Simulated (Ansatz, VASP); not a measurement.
# Two plane-wave programs on Rh

INCAR

```
SYSTEM = Rh
PREC = Accurate
ENCUT = 520
EDIFF = 1E-7
ISMEAR = 0
SIGMA = 0.15
LREAL = .FALSE.
LASPH = .TRUE.
NELM = 60
ALGO = Fast
ISIF = 2
LWAVE = .FALSE.
LCHARG = .FALSE.
NBANDS = 14
```

The input KPOINTS:

```
regular mesh
0
G
  22 22 22
  0 0 0
```

The input POSCAR:

```
Rh
1.0
    0.0000000000      1.8064725000      1.9966275000
    1.8064725000      0.0000000000      1.9966275000
    1.8064725000      1.8064725000      0.0000000000
Rh
1
Direct
    0.0000000000      0.0000000000      0.0000000000
```

Input for Ansatz:

```yaml
crystal:
  lattice:
    - [0.0, 1.8064725, 1.9966275]
    - [1.8064725, 0.0, 1.9966275]
    - [1.8064725, 1.8064725, 0.0]
  atoms:
    - { symbol: Rh, position: [0.0, 0.0, 0.0] }
basis:
  ecutwfc: 420
kpoints:
  mp_grid: { grid: [22, 22, 22] }
hamiltonian:
  xc: lda
scf:
  occupations: { method: gaussian, width: 0.15 }
output:
  forces: true
  stress: true
  eigenvalues: true
```

Change from the starting cell: strain -0.050 along x and y, +0.050 along z, atoms carried along.

Alike in both runs: task single point; functional LDA; k mesh 22 × 22 × 22; occupations gaussian, width 0.15 eV; no spin polarisation.

|  | VASP | Ansatz |
| --- | --- | --- |
| version | VASP 6.6.1 | Ansatz 0.2.0 |
| potentials or method | VASP PAW LDA potentials, release 64 (Rh_pv), cutoff 520 eV | scalar-relativistic, plane waves, PAW |
| valence electrons in the cell | 15 | 17 |

VASP gave:

```
gap on the k mesh at the Fermi level (eV)                     : none
pressure (GPa)                                                : 7.8
traceless stress, the component that is largest in VASP (GPa) : -19.83
```

Problem. Estimate Ansatz's values.

Solution. gap on the k mesh at the Fermi level (eV): none; pressure (GPa): 6.8; traceless stress, the component that is largest in VASP (GPa): -19.84.

LDA's correlation is that of Perdew and Zunger in VASP and of Perdew and Wang (1992) in Ansatz. A gap of «none» marks a metal or a gap that the smearing closes. VASP's potentials hold 15 valence electrons a cell and Ansatz's 17, so a difference there can come from the potentials and not from the codes.
